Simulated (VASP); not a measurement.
# BN (P1) in VASP: single point with PBEsol

Aim: the single point of BN with PBEsol.

All numbers are computed with VASP 6.6.1; they aren't measurements. Logs are shortened: lines on timing, memory, paths and dates and some standing lists are left out, and cuts for length are marked.

**1. The cell of the first run**

The typed cell holds 2 atoms: a = 2.508 Å, b = 2.508 Å, c = 3.274 Å, α = 101.11°, β = 101.11°, γ = 119.81°.

**2. Single point, PBEsol**

INCAR

```
SYSTEM = BN
PREC = Accurate ; ENCUT = 520
EDIFF = 1E-6 ; ISMEAR = 0
SIGMA = 0.01 ; LREAL = .False.
LASPH = .True. ; NELM = 60
ALGO = Normal ; ISIF = 2
LWAVE = .False. ; LCHARG = .False.
GGA = PS ; NBANDS = 11
```

KPOINTS

```
Automatic mesh
0
Gamma
  6 6 4
  0 0 0
```

POSCAR

```
BN
1.0
    2.5080410000      0.0000000000      0.0000000000
   -1.2467106309      2.1762312056      0.0000000000
   -0.6306654168     -1.0881160036      3.0225402544
B N
1 1
Direct
    0.9796430000      0.9834990000      0.0018060000
    0.6685060000      0.3323850000      0.9849990000
```

Potentials or basis: VASP PAW PBE potentials, release 64 (B, N).

Started as:

```bash
$ cat potpaw_PBE.64/B/POTCAR potpaw_PBE.64/N/POTCAR > POTCAR
$ mpirun -np 1 vasp_std > vasp.out
```

OUTCAR:

```text
SYSTEM = BN
   PREC = Accurate
   ENCUT = 520
   EDIFF = 1E-6
   ISMEAR = 0
   LREAL = .False.
   LASPH = .True.
   NELM = 60
   ISIF = 2
   GGA = PS

 ion  position               nearest neighbor table
   1  0.980  0.983  0.002-   2 1.40   2 1.43   2 1.52
   2  0.669  0.332  0.985-   1 1.40   1 1.43   1 1.52

  LATTYP: Found a face centered orthorhombic cell.
 ALAT       =     2.5153402474
 B/A-ratio  =     1.7253459197
 C/A-ratio  =     2.4032854064

  Lattice vectors:

 A1 = (  -1.8773760477,   1.0881152020,   3.0225402544)
 A2 = (   0.6306649523,   1.0881152020,   3.0225402544)
 A3 = (  -1.2467106309,   2.1762312056,   0.0000000000)

Analysis of symmetry for initial positions (statically):
=====================================================================
 Subroutine PRICEL returns:
 Original cell was already a primitive cell.

 Routine SETGRP: Setting up the symmetry group for a
 face centered orthorhombic supercell.

 Subroutine GETGRP returns: Found  1 space group operations
 (whereof  1 operations were pure point group operations)
 out of a pool of  8 trial point group operations.

The static configuration has the point symmetry C_1 .

Analysis of symmetry for dynamics (positions and initial velocities):
=====================================================================
 Subroutine PRICEL returns:
 Original cell was already a primitive cell.

 Routine SETGRP: Setting up the symmetry group for a
 face centered orthorhombic supercell.

 Subroutine GETGRP returns: Found  1 space group operations
 (whereof  1 operations were pure point group operations)
 out of a pool of  8 trial point group operations.

The dynamic configuration has the point symmetry C_1 .

 Subroutine INISYM returns: Found  1 space group operations
 (whereof  1 operations are pure point group operations),
 and found     1 'primitive' translations

----------------------------------------------------------------------------------------

                                     Primitive cell

  volume of cell :      16.4973

  direct lattice vectors                    reciprocal lattice vectors
     2.508041000  0.000000000  0.000000000     0.398717565  0.228415724  0.165423830
    -1.246710631  2.176231206  0.000000000     0.000000000  0.459509999  0.165423830
    -0.630665417 -1.088116004  3.022540254     0.000000000  0.000000000  0.330847537

  length of vectors
     2.508041000  2.508041000  3.273757000     0.488379446  0.488379446  0.330847537

  position of ions in fractional coordinates (direct lattice)
[... 105 lines left out ...]
   IBRION =     -1    ionic relax: 0-MD 1-quasi-New 2-CG
   NFREE  =      0    steps in history (QN), initial steepest desc. (CG)
   ISIF   =      2    stress and relaxation
   ISYM   =      2    0-nonsym 1-usesym 2-fastsym
   POTIM  = 0.5000    time-step for ionic-motion
   TEBEG  =    0.0;   TEEND  =   0.0 temperature during run
   PSTRESS=    0.0 pullay stress
   NELECT =       8.0000    total number of electrons
   NUPDOWN=      -1.0000    fix difference up-down
   EMIN   =  10.00;   EMAX   =-10.00  energy-range for DOS
   EFERMI =   0.00;   METHOD = LEGACY
   ISMEAR =     0;   SIGMA  =   0.01  broadening in eV -4-tet -1-fermi 0-gaus
   EFERMI_NEDOS =   21; number of points for ismear=-14 and -15
   IALGO  =     38    algorithm
   IMIX   =      4    mixing-type and parameters
     AMIX     =   0.40;   BMIX     =  1.00
     AMIX_MAG =   1.60;   BMIX_MAG =  1.00
  volume/ion in A,a.u.               =       8.25        55.66
  Fermi-wavevector in a.u.,A,eV,Ry     =   1.286177  2.430523 22.507472  1.654253
  Thomas-Fermi vector in A             =   2.418268
   LORBIT       =      0    0 simple, 1 ext, 2 COOP (PROOUT), +10 PAW based schemes
   GGA     = PS    functional components
   LHFCALC =     F    Hartree Fock is set to
   AEXX    =    0.0000 exact exchange contribution
   IVDW    =     0    specifies the selected vdW correction
   LEPSILON=     F    determine dielectric tensor
   LRPA    =     F    only Hartree local field effects (RPA)
 non-spin polarized calculation
 Gauss-broadening in eV      SIGMA  =   0.01
  energy-cutoff  :      520.00
  volume of cell :       16.50
 maximum number of plane-waves:       460
 NGX is ok and might be reduce to    20
   NGX =  9   NGY =  9   NGZ = 13

 number of electron       8.0000000 magnetization

 Free energy of the ion-electron system (eV)
  ---------------------------------------------------
  ext. energy  EPLUGINS =         0.00000000
  ---------------------------------------------------
  free energy    TOTEN  =       -18.13673183 eV

  energy without entropy =      -18.13673183  energy(sigma->0) =      -18.13673183

 E-fermi :   3.3403     XC(G=0): -10.9169

 val. band max:        3.1865998437   @ k =   0.5000   0.5000   0.0000
 cond. band min:       6.0423387550   @ k =   0.5000   0.5000   0.5000
 fundamental gap:      2.8557389112
 Fermi energy:         3.3402899111

 k-point     1 :       0.0000    0.0000    0.0000
  band No.  band energies     occupation
      1     -14.9135      2.00000
      2      -0.4761      2.00000
      3       0.8869      2.00000
      4       2.5033      2.00000
      5       8.6149      0.00000
      6      13.4820      0.00000
      7      15.5692      0.00000
      8      16.2005      0.00000
      9      18.1599      0.00000
     10      28.3959      0.00000
     11      30.3686      0.00000
[... 309 lines left out ...]
 k-point    24 :       0.5000    0.0000    0.2500
  band No.  band energies     occupation
      1     -11.4579      2.00000
      2      -5.7533      2.00000
      3      -1.5169      2.00000
      4       1.5690      2.00000
      5       8.5763      0.00000
      6      12.4373      0.00000
      7      16.5465      0.00000
      8      19.7383      0.00000
      9      24.3964      0.00000
     10      25.0770      0.00000
     11      26.6611      0.00000

 [... further k-points ...]
[... 5 lines left out ...]
  --------------------------------------------------------------------------------------
  -------------------------------------------------------------------------------------
  Total       -0.6097754      0.6745981      0.5185851     -0.5368327      0.1196976      0.0557075
  in kB      -59.2200446     65.5154786     50.3638387    -52.1360130     11.6247679      5.4101940
  external PRESSURE =      18.8864242 kB  Pullay stress =       0.0000000 kB

 VOLUME and BASIS-vectors are now :
 -----------------------------------------------------------------------------
  energy-cutoff  :      520.00
  volume of cell :       16.50
      direct lattice vectors                 reciprocal lattice vectors
     2.508041000  0.000000000  0.000000000     0.398717565  0.228415724  0.165423830
    -1.246710631  2.176231206  0.000000000     0.000000000  0.459509999  0.165423830
    -0.630665417 -1.088116004  3.022540254     0.000000000  0.000000000  0.330847537

 POSITION                                       TOTAL-FORCE (eV/Angst)
 -----------------------------------------------------------------------------------
      1.22971      2.13836      0.00546         1.666521      2.093577     -0.584182
      0.64105     -0.34845      2.97720        -1.666521     -2.093577      0.584182
 -----------------------------------------------------------------------------------
    total drift:                               -0.000229     -0.000065     -0.000204

  FREE ENERGIE OF THE ION-ELECTRON SYSTEM (eV)
  ---------------------------------------------------
  free  energy   TOTEN  =       -18.1367318343 eV

  energy  without entropy=      -18.1367318343  energy(sigma->0) =      -18.13673183
```

OSZICAR:

```text
N       E                     dE             d eps       ncg     rms          rms(c)
DAV:   1     0.107060767206E+02    0.10706E+02   -0.46015E+03  1696   0.685E+02
DAV:   2    -0.190927444083E+02   -0.29799E+02   -0.28672E+02  2013   0.161E+02
DAV:   3    -0.197887000030E+02   -0.69596E+00   -0.69468E+00  2050   0.218E+01
DAV:   4    -0.197904138271E+02   -0.17138E-02   -0.17138E-02  1833   0.120E+00
DAV:   5    -0.197904190361E+02   -0.52090E-05   -0.52090E-05  2006   0.599E-02    0.779E+00
DAV:   6    -0.183187208930E+02    0.14717E+01   -0.48591E+00  1939   0.121E+01    0.362E+00
DAV:   7    -0.181750190800E+02    0.14370E+00   -0.20766E-01  1963   0.345E+00    0.217E+00
DAV:   8    -0.181366979199E+02    0.38321E-01   -0.91830E-02  1981   0.192E+00    0.239E-01
DAV:   9    -0.181366227739E+02    0.75146E-04   -0.21765E-03  1816   0.390E-01    0.126E-01
DAV:  10    -0.181367238170E+02   -0.10104E-03   -0.25400E-04  1935   0.128E-01    0.210E-02
DAV:  11    -0.181367307465E+02   -0.69295E-05   -0.12835E-05  1880   0.271E-02    0.161E-02
DAV:  12    -0.181367317818E+02   -0.10352E-05   -0.31041E-06  1876   0.120E-02    0.100E-03
DAV:  13    -0.181367318343E+02   -0.52493E-07   -0.13373E-07   905   0.326E-03
   1 F= -.18136732E+02 E0= -.18136732E+02  d E =-.102315-106
```

It took 13 s on 1 thread of Intel Xeon 8259CL, shared host; peak memory 0.13 GiB.

Results:

```yaml
Free_energy: -18.1367 eV
Pressure: 1.9 GPa
Largest_force: 2.739 eV/Å
Band_gap_on_the_k_mesh: 2.86 eV, indirect (least direct gap 4.44 eV)
```

Forces on the atoms (eV/Å):
```
B    1.667  2.094 -0.584
N   -1.667 -2.094  0.584
```

Stress tensor (GPa, compression positive):
```
-5.92 -5.21  0.54
-5.21  6.55  1.16
 0.54  1.16  5.04
```

Caveat: the k points lie up to 0.52 Å⁻¹ apart; the PAW data sets were made with another functional, which shifts forces and pressure a little. A k mesh can miss the band edges.
